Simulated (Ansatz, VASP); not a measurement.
# BP: VASP beside Ansatz

Contents of POSCAR:

```
BP
1.0
    0.0000000000      2.3128036275      2.3128036275
    2.3128036275      0.0000000000      2.3128036275
    2.3128036275      2.3128036275      0.0000000000
B P
1 1
Direct
    0.0000000000      0.0000000000      0.0000000000
    0.2500000000      0.2500000000      0.2500000000
```

The input INCAR.step1:

```
PREC     = Accurate       # precision mode
ENCUT    = 520            # plane-wave cutoff, eV
ISMEAR   = 0              # smearing method
SIGMA    = 0.01           # smearing width, eV
LREAL    = F              # projectors in reciprocal space
LASPH    = T              # aspherical terms in the spheres
NELM     = 80             # most SCF steps
NBANDS   = 11             # bands
GGA      = PE             # functional
ALGO     = Normal         # electronic algorithm
EDIFF    = 1E-4           # SCF threshold, eV
LWAVE    = T              # write WAVECAR
LCHARG   = F              # write CHGCAR
```

File INCAR.step2:

```
PREC     = Accurate       # precision mode
ENCUT    = 520            # plane-wave cutoff, eV
EDIFF    = 1E-6           # SCF threshold, eV
ISMEAR   = 0              # smearing method
SIGMA    = 0.01           # smearing width, eV
LREAL    = F              # projectors in reciprocal space
LASPH    = T              # aspherical terms in the spheres
NELM     = 80             # most SCF steps
ALGO     = Normal         # electronic algorithm
ISIF     = 2              # what is computed and relaxed
LWAVE    = F              # write WAVECAR
LCHARG   = F              # write CHGCAR
METAGGA  = R2SCAN         # meta-GGA
LMIXTAU  = T            
NBANDS   = 11             # bands
ISTART   = 1
```

Contents of KPOINTS:

```
regular mesh
0
Gamma
  8 8 8
```

Input for Ansatz:

```yaml
crystal:
  lattice:
    - [0.0, 2.3128036275, 2.3128036275]
    - [2.3128036275, 0.0, 2.3128036275]
    - [2.3128036275, 2.3128036275, 0.0]
  atoms:
    - { symbol: B, position: [0.0, 0.0, 0.0] }
    - { symbol: P, position: [0.25, 0.25, 0.25] }
kpoints:
  mp_grid: { grid: [8, 8, 8] }
hamiltonian:
  xc: r2scan
scf:
  occupations: { method: fixed }
  n_extra_bands: 4
output:
  forces: true
  stress: true
  eigenvalues: true
```

Alike in both runs: task single point; functional r2SCAN; k mesh 8 × 8 × 8; no spin polarisation.

```csv
,VASP,Ansatz
version,VASP 6.6.1,Ansatz 0.2.0
potentials or method,"VASP PAW PBE potentials, release 64 (B, P)","plane waves, PAW"
plane-wave cutoff (eV),520,500
occupations,"gaussian, width 0.01 eV",fixed
valence electrons in the cell,8,8
```

```csv
,VASP,Ansatz,Ansatz less VASP
gap on the k mesh at the Fermi level (eV),1.54,1.51,-0.030
pressure (GPa),-9.3,-8.8,+0.45
```

VASP's potentials were made for PBE, not for r2SCAN.
